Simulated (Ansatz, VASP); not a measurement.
Sb in VASP and in Ansatz

```
Sb
1.0
     3.33385    0.00000    0.00000
     0.00000    3.33385    0.00000
     0.00000    0.00000   25.42950
Sb
5
Direct
  0.00000 0.00000 0.32383
  0.50000 0.50000 0.40575
  0.00000 0.00000 0.50000
  0.50000 0.50000 0.59425
  0.00000 0.00000 0.67617
```

Alike in both runs: functional PBEsol; k mesh 11 × 11 × 1; occupations fermi-dirac, width 0.1 eV; no spin polarisation.

Ansatz relaxed the structure, and its values are those at the end. VASP's run is a single point on that final structure, the one shown.

```csv
,VASP,Ansatz
version,VASP 6.6.1,Ansatz 0.2.0
potentials or method,"VASP PAW PBE potentials, release 64 (Sb)","PAW with Ansatz's default frozen-core files, scalar-relativistic"
plane-wave cutoff (eV),520,420
valence electrons in the cell,25,75
```

|  | VASP | Ansatz | Ansatz less VASP |
| --- | --- | --- | --- |
| rms of the force components (eV/Å) | 0.006 | 0.001 | -0.0053 |

VASP's potentials were made for PBE, not for PBEsol. VASP's potentials hold 25 valence electrons a cell and Ansatz's 75, so a difference there can come from the potentials and not from the codes. Ansatz's warnings: stress scf threshold loose.

Neither program's run includes spin-orbit coupling.
